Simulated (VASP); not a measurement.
# ZnS (F-43m) in VASP: notebook

The runs below take ZnS through single point, relaxation of cell and atoms, with RPBE.

Everything below comes from runs of VASP 6.6.1. Logs are shortened: lines on timing, memory, paths and dates and some standing lists are left out, and cuts for length are marked.

**1. The cell of the first run**

It takes space group F-43m (No. 216, cubic). The conventional cell has a = 5.512 Å, b = 5.512 Å, c = 5.512 Å, α = 90.00°, β = 90.00°, γ = 90.00°. Zn (site symmetry -43m) has 4 S at 2.39 Å within 3.2 Å. Within 3.2 Å of S (site symmetry -43m) lie 4 Zn at 2.39 Å.

**2. Single point, RPBE**

INCAR reads:

```
SYSTEM = ZnS
PREC = Accurate ; ENCUT = 500
EDIFF = 1E-6 ; ISMEAR = 0
SIGMA = 0.02 ; LREAL = .False.
LASPH = .True. ; NELM = 120
ALGO = Normal ; ISIF = 2
LWAVE = .False. ; LCHARG = .True.
GGA = RP ; LELF = .True.
LVHAR = .True. ; NBANDS = 16
GGA_COMPAT = .False.
```

KPOINTS reads:

```
Automatic mesh
0
Gamma
  10 10 10
  0 0 0
```

POSCAR reads:

```
ZnS
1.0
    0.0000000000      2.7557536109      2.7557536109
    2.7557536109      0.0000000000      2.7557536109
    2.7557536109      2.7557536109      0.0000000000
Zn S
1 1
Direct
    0.0000000000      0.0000000000      0.0000000000
    0.7500000000      0.7500000000      0.7500000000
```

Potentials or basis: VASP PAW PBE potentials, release 64 (Zn, S).

Command:

```bash
$ cat potpaw_PBE.64/Zn/POTCAR potpaw_PBE.64/S/POTCAR > POTCAR
$ mpirun -np 1 vasp_std > vasp.out
```

OUTCAR:

```text
SYSTEM = ZnS
   PREC = Accurate
   ENCUT = 500
   EDIFF = 1E-6
   ISMEAR = 0
   LREAL = .False.
   LASPH = .True.
   NELM = 120
   ISIF = 2
   GGA = RP

 ion  position               nearest neighbor table
   1  0.000  0.000  0.000-   2 2.39   2 2.39   2 2.39   2 2.39
   2  0.750  0.750  0.750-   1 2.39   1 2.39   1 2.39   1 2.39

  LATTYP: Found a face centered cubic cell.
 ALAT       =     5.5115072218

  Lattice vectors:

 A1 = (   0.0000000000,   2.7557536109,   2.7557536109)
 A2 = (   2.7557536109,   0.0000000000,   2.7557536109)
 A3 = (   2.7557536109,   2.7557536109,   0.0000000000)

Analysis of symmetry for initial positions (statically):
=====================================================================
 Subroutine PRICEL returns:
 Original cell was already a primitive cell.

 Routine SETGRP: Setting up the symmetry group for a
 face centered cubic supercell.

 Subroutine GETGRP returns: Found 24 space group operations
 (whereof 24 operations were pure point group operations)
 out of a pool of 48 trial point group operations.

The static configuration has the point symmetry T_d .

Analysis of symmetry for dynamics (positions and initial velocities):
=====================================================================
 Subroutine PRICEL returns:
 Original cell was already a primitive cell.

 Routine SETGRP: Setting up the symmetry group for a
 face centered cubic supercell.

 Subroutine GETGRP returns: Found 24 space group operations
 (whereof 24 operations were pure point group operations)
 out of a pool of 48 trial point group operations.

The dynamic configuration has the point symmetry T_d .

 Subroutine INISYM returns: Found 24 space group operations
 (whereof 24 operations are pure point group operations),
 and found     1 'primitive' translations

----------------------------------------------------------------------------------------

                                     Primitive cell

  volume of cell :      41.8554

  direct lattice vectors                    reciprocal lattice vectors
     0.000000000  2.755753611  2.755753611    -0.181438572  0.181438572  0.181438572
     2.755753611  0.000000000  2.755753611     0.181438572 -0.181438572  0.181438572
     2.755753611  2.755753611  0.000000000     0.181438572  0.181438572 -0.181438572

  length of vectors
     3.897224131  3.897224131  3.897224131     0.314260825  0.314260825  0.314260825

  position of ions in fractional coordinates (direct lattice)
     0.000000000  0.000000000  0.000000000
     0.750000000  0.750000000  0.750000000

  ion indices of the primitive-cell ions
   primitive index   ion index
                 1           1
                 2           2

----------------------------------------------------------------------------------------

 KPOINTS: Automatic mesh

Automatic generation of k-mesh.
 Grid dimensions read from file:
 generate k-points for:   10   10   10

 Generating k-lattice:

  Cartesian coordinates                     Fractional coordinates (reciprocal lattice)
    -0.018143857  0.018143857  0.018143857     0.100000000  0.000000000  0.000000000
     0.018143857 -0.018143857  0.018143857     0.000000000  0.100000000  0.000000000
     0.018143857  0.018143857 -0.018143857     0.000000000  0.000000000  0.100000000

  Length of vectors
     0.031426083  0.031426083  0.031426083

  Shift w.r.t. Gamma in fractional coordinates (k-lattice)
     0.000000000  0.000000000  0.000000000

 Subroutine IBZKPT returns following result:
 ===========================================

 Found     47 irreducible k-points:

 Following reciprocal coordinates:
            Coordinates               Weight
  0.000000  0.000000  0.000000      1.000000
  0.100000  0.000000  0.000000      8.000000
  0.200000  0.000000  0.000000      8.000000
  0.300000  0.000000  0.000000      8.000000
  0.400000  0.000000  0.000000      8.000000
  0.500000  0.000000  0.000000      4.000000
[... 16 lines left out ...]
  0.300000  0.300000  0.000000      6.000000
  0.400000  0.300000  0.000000     24.000000
 [... further k-points ...]
   k-points           NKPTS =     47   k-points in BZ     NKDIM =     47   number of bands    NBANDS=     16
   number of dos      NEDOS =    301   number of ions     NIONS =      2
   total plane-waves  NPLWV =  21952
   dimension x,y,z NGX =    28 NGY =   28 NGZ =   28
   dimension x,y,z NGXF=    56 NGYF=   56 NGZF=   56
   ions per type =               1   1
   NGX,Y,Z   is equivalent  to a cutoff of  11.94, 11.94, 11.94 a.u.
   NGXF,Y,Z  is equivalent  to a cutoff of  23.89, 23.89, 23.89 a.u.
 SYSTEM =  ZnS
   PREC   = accura    normal or accurate (medium, high low for compatibility)
   ISTART =      0    job   : 0-new  1-cont  2-samecut
   ICHARG =      2    charge: 1-file 2-atom 10-const
   ISPIN  =      1    spin polarized calculation?
   LNONCOLLINEAR =      F non collinear calculations
   LSORBIT =      F    spin-orbit coupling
   LASPH  =      T    aspherical Exc in radial PAW
   ENCUT  =  500.0 eV  36.75 Ry    6.06 a.u.   7.11  7.11  7.11*2*pi/ulx,y,z
   NELM   =    120;   NELMIN=  2; NELMDL= -5     # of ELM steps
   EDIFF  = 0.1E-05   stopping-criterion for ELM
   LREAL  =      F    real-space projection
   EDIFFG = 0.1E-04   stopping-criterion for IOM
   NSW    =      0    number of steps for IOM
   IBRION =     -1    ionic relax: 0-MD 1-quasi-New 2-CG
   NFREE  =      0    steps in history (QN), initial steepest desc. (CG)
   ISIF   =      2    stress and relaxation
   ISYM   =      2    0-nonsym 1-usesym 2-fastsym
   POTIM  = 0.5000    time-step for ionic-motion
   TEBEG  =    0.0;   TEEND  =   0.0 temperature during run
   PSTRESS=    0.0 pullay stress
   NELECT =      18.0000    total number of electrons
   NUPDOWN=      -1.0000    fix difference up-down
   EMIN   =  10.00;   EMAX   =-10.00  energy-range for DOS
   EFERMI =   0.00;   METHOD = LEGACY
   ISMEAR =     0;   SIGMA  =   0.02  broadening in eV -4-tet -1-fermi 0-gaus
   EFERMI_NEDOS =   21; number of points for ismear=-14 and -15
   IALGO  =     38    algorithm
   IMIX   =      4    mixing-type and parameters
     AMIX     =   0.40;   BMIX     =  1.00
     AMIX_MAG =   1.60;   BMIX_MAG =  1.00
  volume/ion in A,a.u.               =      20.93       141.23
  Fermi-wavevector in a.u.,A,eV,Ry     =   1.235706  2.335146 20.775691  1.526970
  Thomas-Fermi vector in A             =   2.370345
   LORBIT       =      0    0 simple, 1 ext, 2 COOP (PROOUT), +10 PAW based schemes
   GGA     = RP    functional components
   LHFCALC =     F    Hartree Fock is set to
   AEXX    =    0.0000 exact exchange contribution
   IVDW    =     0    specifies the selected vdW correction
   LEPSILON=     F    determine dielectric tensor
   LRPA    =     F    only Hartree local field effects (RPA)
 non-spin polarized calculation
 Gauss-broadening in eV      SIGMA  =   0.02
  energy-cutoff  :      500.00
  volume of cell :       41.86
 maximum number of plane-waves:      1073
   NGX = 15   NGY = 15   NGZ = 15

 number of electron      17.9999992 magnetization

 Free energy of the ion-electron system (eV)
  ---------------------------------------------------
  ext. energy  EPLUGINS =         0.00000000
  ---------------------------------------------------
  free energy    TOTEN  =        -6.20577006 eV

  energy without entropy =       -6.20577006  energy(sigma->0) =       -6.20577006

 E-fermi :   1.8300     XC(G=0):  -9.1226

 val. band max:        1.6904516182   @ k =   0.0000   0.0000   0.0000
 cond. band min:       3.7196942104   @ k =   0.0000   0.0000   0.0000
 fundamental gap:      2.0292425922
 Fermi energy:         1.8300495794

 k-point     1 :       0.0000    0.0000    0.0000
  band No.  band energies     occupation
      1     -11.0391      2.00000
      2      -4.3873      2.00000
      3      -4.3873      2.00000
      4      -4.3873      2.00000
      5      -3.9523      2.00000
      6      -3.9523      2.00000
[... 8 lines left out ...]
     15      13.3604      0.00000
     16      13.5117      0.00000

 k-point     2 :       0.1000    0.0000    0.0000
  band No.  band energies     occupation
      1     -10.9718      2.00000
      2      -4.3836      2.00000
      3      -4.3751      2.00000
      4      -4.3751      2.00000
      5      -3.9533      2.00000
      6      -3.9533      2.00000
[... 8 lines left out ...]
     15      12.9679      0.00000
     16      14.0772      0.00000

 k-point     3 :       0.2000    0.0000    0.0000
  band No.  band energies     occupation
      1     -10.7872      2.00000
      2      -4.3566      2.00000
      3      -4.3451      2.00000
      4      -4.3451      2.00000
      5      -3.9530      2.00000
      6      -3.9530      2.00000
[... 8 lines left out ...]
     15      12.5864      0.00000
     16      14.2656      0.00000

 k-point     4 :       0.3000    0.0000    0.0000
  band No.  band energies     occupation
      1     -10.5387      2.00000
      2      -4.3127      2.00000
      3      -4.3127      2.00000
      4      -4.2603      2.00000
      5      -3.9458      2.00000
      6      -3.9458      2.00000
[... 8 lines left out ...]
     15      12.9248      0.00000
     16      13.7357      0.00000
[... 324 lines left out ...]
 k-point    22 :      -0.2000    0.2000    0.0000
  band No.  band energies     occupation
      1     -10.4544      2.00000
      2      -4.2922      2.00000
      3      -4.2889      2.00000
      4      -4.2505      2.00000
      5      -3.9695      2.00000
      6      -3.9192      2.00000
[... 8 lines left out ...]
     15      14.4052      0.00000
     16      16.0907      0.00000

 k-point    23 :       0.3000    0.3000    0.0000
  band No.  band energies     occupation
      1     -10.3713      2.00000
      2      -4.3969      2.00000
      3      -4.2103      2.00000
      4      -4.2103      2.00000
      5      -3.9730      2.00000
      6      -3.9102      2.00000
[... 8 lines left out ...]
     15      14.4025      0.00000
     16      18.0903      0.00000

 k-point    24 :       0.4000    0.3000    0.0000
  band No.  band energies     occupation
      1     -10.1965      2.00000
      2      -4.3615      2.00000
      3      -4.1713      2.00000
      4      -4.1602      2.00000
      5      -3.9215      2.00000
      6      -3.9036      2.00000
[... 8 lines left out ...]
     15      14.9078      0.00000
     16      17.2261      0.00000

 [... further k-points ...]

------------------------ aborting loop because EDIFF is reached ----------------------------------------

  FORCE on cell =-STRESS in cart. coord.  units (eV):
  Direction    XX          YY          ZZ          XY          YZ          ZX
  --------------------------------------------------------------------------------------
  -------------------------------------------------------------------------------------
  Total        0.0319549      0.0319549      0.0319549     -0.0000000      0.0000000     -0.0000000
  in kB        1.2231997      1.2231997      1.2231997     -0.0000000      0.0000000     -0.0000000
  external PRESSURE =       1.2231997 kB  Pullay stress =       0.0000000 kB

 VOLUME and BASIS-vectors are now :
 -----------------------------------------------------------------------------
  energy-cutoff  :      500.00
  volume of cell :       41.86
      direct lattice vectors                 reciprocal lattice vectors
     0.000000000  2.755753611  2.755753611    -0.181438572  0.181438572  0.181438572
     2.755753611  0.000000000  2.755753611     0.181438572 -0.181438572  0.181438572
     2.755753611  2.755753611  0.000000000     0.181438572  0.181438572 -0.181438572

 POSITION                                       TOTAL-FORCE (eV/Angst)
 -----------------------------------------------------------------------------------
      0.00000      0.00000      0.00000         0.000000     -0.000000      0.000000
      4.13363      4.13363      4.13363        -0.000000      0.000000     -0.000000
 -----------------------------------------------------------------------------------
    total drift:                               -0.000000     -0.000000     -0.000001

  FREE ENERGIE OF THE ION-ELECTRON SYSTEM (eV)
  ---------------------------------------------------
  free  energy   TOTEN  =        -6.2057700642 eV

  energy  without entropy=       -6.2057700642  energy(sigma->0) =       -6.20577006
```

It took 52 s on 1 thread of Intel Xeon 8259CL, shared host; peak memory 0.17 GiB.

What came out:

* Free energy: -6.2058 eV
* Pressure: 0.1 GPa
* Band gap on the k mesh: 2.03 eV, direct

Caveat: the PAW data sets were made with another functional, which shifts forces and pressure a little.

**3. Relaxation of cell and atoms, RPBE**

This run uses another cell than the first one, of 19.55 Å³/atom, 0.934 times its volume.

INCAR reads:

```
SYSTEM = ZnS
ALGO     = Normal         ! electronic algorithm
EDIFF    = 1E-7           ! SCF threshold, eV
EDIFFG   = -0.005         ! ionic threshold
ENCUT    = 500            ! plane-wave cutoff, eV
GGA      = RP             ! functional
GGA_COMPAT= .FALSE.      
IBRION   = 2              ! ionic algorithm
ISIF     = 3              ! what is computed and relaxed
ISMEAR   = 0              ! smearing method
LASPH    = .TRUE.         ! aspherical terms in the spheres
LCHARG   = .FALSE.        ! write CHGCAR
LREAL    = .FALSE.        ! projectors in reciprocal space
LWAVE    = .FALSE.        ! write WAVECAR
NELM     = 120            ! most SCF steps
NELMIN   = 4            
NSW      = 100            ! ionic steps
PREC     = Accurate       ! precision mode
SIGMA    = 0.02           ! smearing width, eV
```

KPOINTS reads:

```
k-points
0
G
  10 10 10
  0 0 0
```

POSCAR reads:

```
ZnS
1.0
    0.0000000000      2.6936828800      2.6936828800
    2.6936828800      0.0000000000      2.6936828800
    2.6936828800      2.6936828800      0.0000000000
Zn S
1 1
Direct
    0.0000000000      0.0000000000      0.0000000000
    0.7500000000      0.7500000000      0.7500000000
```

Potentials or basis: VASP PAW PBE potentials, release 64 (Zn, S).

Command:

```bash
$ cat potpaw_PBE.64/Zn/POTCAR potpaw_PBE.64/S/POTCAR > POTCAR
$ mpirun -np 1 vasp_std > vasp.out
```

Wall time 1.7 min (1 thread of Intel Xeon 8259CL, shared host); peak memory 0.17 GiB.

It converged, with:

* Free energy: -6.2048 eV
* Relaxed volume: 20.95 Å³/atom
* Relaxed cell: a = 3.898 Å, b = 3.898 Å, c = 3.898 Å, α = 60.00°, β = 60.00°, γ = 60.00°
* Space group after relaxing (to 0.05 Å): F-43m (No. 216)
* Energy gained by relaxing: 20.9 meV/atom
* Ionic steps: 3
* Pressure after relaxing: 0.0 GPa
* Band gap on the k mesh: 2.02 eV, direct

The path:
| step | energy change (eV) | largest force (eV/Å) | pressure (GPa) | volume (Å³) |
| --- | --- | --- | --- | --- |
| 1 | 0.0000 | 0.0000 | 5.06 | 39.09 |
| 2 | -0.0389 | 0.0000 | -1.11 | 42.69 |
| 3 | -0.0417 | 0.0000 | 0.02 | 41.90 |

Final structure:
```xyz
2
Lattice="0.0000 2.7566 2.7566 2.7566 0.0000 2.7566 2.7566 2.7566 0.0000" Properties=species:S:1:pos:R:3 pbc="T T T"
Zn    0.0000    0.0000    0.0000
S     4.1349    4.1349    4.1349
```

Levels at points of the mesh, in eV from the valence-band top:
| k point | band 6 | band 7 | band 8 | band 9 | band 10 | band 11 | band 12 | band 13 |
| --- | --- | --- | --- | --- | --- | --- | --- | --- |
| (0.00, 0.00, 0.00) | -5.64 | 0.00 | 0.00 | 0.00 | 2.02 | 6.49 | 6.49 | 6.49 |
| (0.50, 0.00, 0.00) | -5.46 | -4.85 | -0.78 | -0.78 | 3.31 | 7.02 | 7.02 | 8.84 |
| (0.50, 0.50, 0.00) | -5.44 | -4.28 | -1.99 | -1.99 | 3.69 | 4.16 | 10.76 | 11.66 |

Caveat: the PAW data sets were made with another functional, which shifts forces and pressure a little. RPBE gaps usually lie below the measured ones, often by a third to a half.
